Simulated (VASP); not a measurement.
# BiAuO3 (P6_3/mmc) in VASP: further runs, part 2 of 3

VASP 6.6.1. The steps go on from the part before.

## 3. Single point, PBE

This run uses another cell than the first one, of 14.76 Å³/atom.

INCAR

```
SYSTEM = BiAuO3
PREC     = Accurate       ! precision mode
ENCUT    = 520            ! plane-wave cutoff, eV
EDIFF    = 1E-6           ! SCF threshold, eV
ISMEAR   = 0              ! smearing method
SIGMA    = 0.1            ! smearing width, eV
LREAL    = .False.        ! projectors in reciprocal space
LASPH    = .True.         ! aspherical terms in the spheres
NELM     = 80             ! most SCF steps
ALGO     = Normal         ! electronic algorithm
ISIF     = 2              ! what is computed and relaxed
LWAVE    = .False.        ! write WAVECAR
LCHARG   = .False.        ! write CHGCAR
GGA      = PE             ! functional
NBANDS   = 55             ! bands
```

KPOINTS

```
regular mesh
0
Gamma
  6 6 4
  0 0 0
```

POSCAR

```
BiAuO3
1.0
    5.2910564338      0.0000000000      0.0000000000
   -2.6455282169      4.5821892845      0.0000000000
    0.0000000000      0.0000000000      6.0874777143
Bi Au O
2 2 6
Direct
    0.3333333333      0.6666666667      0.7500000000
    0.6666666667      0.3333333333      0.2500000000
    0.0000000000      0.0000000000      0.5000000000
    0.0000000000      0.0000000000      0.0000000000
    0.1668966412      0.3337932825      0.2500000000
    0.8331033588      0.1668966412      0.7500000000
    0.8331033588      0.6662067175      0.7500000000
    0.1668966412      0.8331033588      0.2500000000
    0.6662067175      0.8331033588      0.2500000000
    0.3337932825      0.1668966412      0.7500000000
```

Potentials or basis: VASP PAW PBE potentials, release 64 (Bi_d, Au, O).

Run with:

```sh
cat potpaw_PBE.64/Bi_d/POTCAR potpaw_PBE.64/Au/POTCAR potpaw_PBE.64/O/POTCAR > POTCAR
mpirun -np 1 vasp_std > vasp.out
```

OUTCAR:

```text
SYSTEM = BiAuO3
   PREC = Accurate
   ENCUT = 520
   EDIFF = 1E-6
   ISMEAR = 0
   LREAL = .False.
   LASPH = .True.
   NELM = 80
   ISIF = 2
   GGA = PE

 ion  position               nearest neighbor table
   1  0.333  0.667  0.750-  10 2.65   7 2.65   6 2.65   6 2.65  10 2.65   7 2.65   3 3.41   4 3.41
                             3 3.41   4 3.41   3 3.41   4 3.41
   2  0.667  0.333  0.250-   9 2.65   5 2.65   8 2.65   8 2.65   9 2.65   5 2.65   3 3.41   4 3.41
                             3 3.41   4 3.41   3 3.41   4 3.41
   3  0.000  0.000  0.500-   6 2.16   8 2.16   7 2.16   5 2.16   9 2.16  10 2.16   4 3.04   4 3.04
                             1 3.41   2 3.41   1 3.41   2 3.41   2 3.41   1 3.41
   4  0.000  0.000  0.000-   6 2.16   8 2.16   7 2.16   5 2.16   9 2.16  10 2.16   3 3.04   3 3.04
                             1 3.41   2 3.41   1 3.41   2 3.41   2 3.41   1 3.41
   5  0.167  0.334  0.250-   3 2.16   4 2.16   2 2.65   2 2.65
   6  0.833  0.167  0.750-   3 2.16   4 2.16   1 2.65   1 2.65
   7  0.833  0.666  0.750-   3 2.16   4 2.16   1 2.65   1 2.65
   8  0.167  0.833  0.250-   3 2.16   4 2.16   2 2.65   2 2.65
   9  0.666  0.833  0.250-   3 2.16   4 2.16   2 2.65   2 2.65
[... 215 lines left out ...]
      6     -17.2774      2.00000
[... 1207 lines left out ...]
     54      12.1648      0.00000
     55      14.0840      0.00000

------------------------ aborting loop because EDIFF is reached ----------------------------------------

  FORCE on cell =-STRESS in cart. coord.  units (eV):
  Direction    XX          YY          ZZ          XY          YZ          ZX
  --------------------------------------------------------------------------------------
  -------------------------------------------------------------------------------------
  Total       -0.0269261     -0.0269261      0.1595039     -0.0000000     -0.0000000     -0.0000000
  in kB       -0.2923016     -0.2923016      1.7315261     -0.0000000     -0.0000000     -0.0000000
  external PRESSURE =       0.3823076 kB  Pullay stress =       0.0000000 kB

 VOLUME and BASIS-vectors are now :
 -----------------------------------------------------------------------------
  energy-cutoff  :      520.00
  volume of cell :      147.59
      direct lattice vectors                 reciprocal lattice vectors
     5.291056434  0.000000000  0.000000000     0.188998173  0.109118146  0.000000000
    -2.645528217  4.582189285  0.000000000     0.000000000  0.218236292  0.000000000
     0.000000000  0.000000000  6.087477714     0.000000000  0.000000000  0.164271649

 POSITION                                       TOTAL-FORCE (eV/Angst)
 -----------------------------------------------------------------------------------
     -0.00000      3.05479      4.56561        -0.000000      0.000000     -0.000000
      2.64553      1.52740      1.52187         0.000000      0.000000     -0.000000
      0.00000      0.00000      3.04374        -0.000000      0.000000     -0.000000
      0.00000      0.00000      0.00000        -0.000000      0.000000     -0.000000
     -0.00000      1.52950      1.52187         0.000000      0.040714      0.000000
      3.96647      0.76475      4.56561        -0.035260      0.020357      0.000000
      2.64553      3.05269      4.56561        -0.000000     -0.040714     -0.000000
     -1.32094      3.81744      1.52187         0.035260     -0.020357     -0.000000
      1.32094      3.81744      1.52187        -0.035260     -0.020357      0.000000
      1.32459      0.76475      4.56561         0.035260      0.020357     -0.000000
 -----------------------------------------------------------------------------------
    total drift:                               -0.000001      0.000000      0.000000

  FREE ENERGIE OF THE ION-ELECTRON SYSTEM (eV)
  ---------------------------------------------------
  free  energy   TOTEN  =       -43.6363058988 eV

  energy  without entropy=      -43.6010451528  energy(sigma->0) =      -43.61867553
```

OSZICAR:

```text
N       E                     dE             d eps       ncg     rms          rms(c)
DAV:   1     0.106904944209E+04    0.10690E+04   -0.44025E+04  2325   0.183E+03
DAV:   2     0.109290775201E+03   -0.95976E+03   -0.92041E+03  2491   0.516E+02
DAV:   3    -0.474352782760E+02   -0.15673E+03   -0.14715E+03  2601   0.200E+02
DAV:   4    -0.579009237587E+02   -0.10466E+02   -0.10174E+02  2638   0.544E+01
DAV:   5    -0.583007433194E+02   -0.39982E+00   -0.39897E+00  2874   0.113E+01    0.344E+01
DAV:   6    -0.474154868575E+02    0.10885E+02   -0.80640E+01  2820   0.619E+01    0.377E+01
DAV:   7    -0.438615787024E+02    0.35539E+01   -0.13728E+01  2352   0.233E+01    0.155E+01
DAV:   8    -0.437126431015E+02    0.14894E+00   -0.41729E+00  2492   0.942E+00    0.597E+00
DAV:   9    -0.436513646203E+02    0.61278E-01   -0.40883E-01  3029   0.324E+00    0.934E-01
DAV:  10    -0.436412573897E+02    0.10107E-01   -0.56547E-02  2553   0.105E+00    0.106E+00
DAV:  11    -0.436386285130E+02    0.26289E-02   -0.12646E-02  2807   0.684E-01    0.402E-01
DAV:  12    -0.436363015887E+02    0.23269E-02   -0.58999E-03  2627   0.457E-01    0.107E-01
DAV:  13    -0.436363230760E+02   -0.21487E-04   -0.82301E-04  2708   0.142E-01    0.830E-02
DAV:  14    -0.436363066438E+02    0.16432E-04   -0.63145E-05  2580   0.597E-02    0.125E-02
DAV:  15    -0.436363058988E+02    0.74507E-06   -0.76966E-06  2376   0.136E-02
   1 F= -.43636306E+02 E0= -.43618676E+02  d E =-.352607E-01
```

stdout:

```text
POSCAR found type information on POSCAR BiAuO
 POSCAR found :  3 types and      10 ions
 scaLAPACK will be used
 LDA part: xc-table for (Slater+PW92), standard interpolation
 POSCAR, INCAR and KPOINTS ok, starting setup
 FFT: planning ... GRIDC
 FFT: planning ... GRID_SOFT
 FFT: planning ... GRID
 WAVECAR not read
 entering main loop
```

Wall time 89 s (1 thread of Intel Xeon 6975P-C (Granite Rapids), shared host); peak memory 0.34 GiB.

Results:

- Free energy: -43.6363 eV
- Pressure: 0.0 GPa
- Largest force: 0.041 eV/Å
- Band gap on the k mesh: zero (bands 44 and 45 overlap by 0.37 eV)

Forces on the atoms (eV/Å):
```
Bi   0.000  0.000  0.000
Bi   0.000  0.000  0.000
Au   0.000  0.000  0.000
Au   0.000  0.000  0.000
O    0.000  0.041  0.000
O   -0.035  0.020  0.000
O    0.000 -0.041  0.000
O    0.035 -0.020  0.000
O   -0.035 -0.020  0.000
O    0.035  0.020  0.000
```

Stress tensor (GPa, compression positive):
```
-0.03  0.00  0.00
 0.00 -0.03  0.00
 0.00  0.00  0.17
```

Levels at points of the mesh, in eV from the Fermi level:
```tsv
k point	band 41	band 42	band 43	band 44	band 45	band 46	band 47	band 48
(0.00, 0.00, 0.00)	-1.79	-1.79	0.31	0.31	0.38	0.38	0.41	0.71
(0.50, 0.00, 0.00)	-1.84	-1.80	-0.58	-0.42	0.37	0.42	0.45	0.85
(0.00, 0.00, 0.50)	-2.21	-2.21	0.21	0.21	0.21	0.21	0.26	0.26
(0.50, 0.00, 0.50)	-2.13	-2.13	-1.33	-1.33	0.19	0.19	0.63	0.63
```

Caveat: spin-orbit coupling is left out, which moves the levels of the heavy elements.

(Part 2 of 3 ends here.)
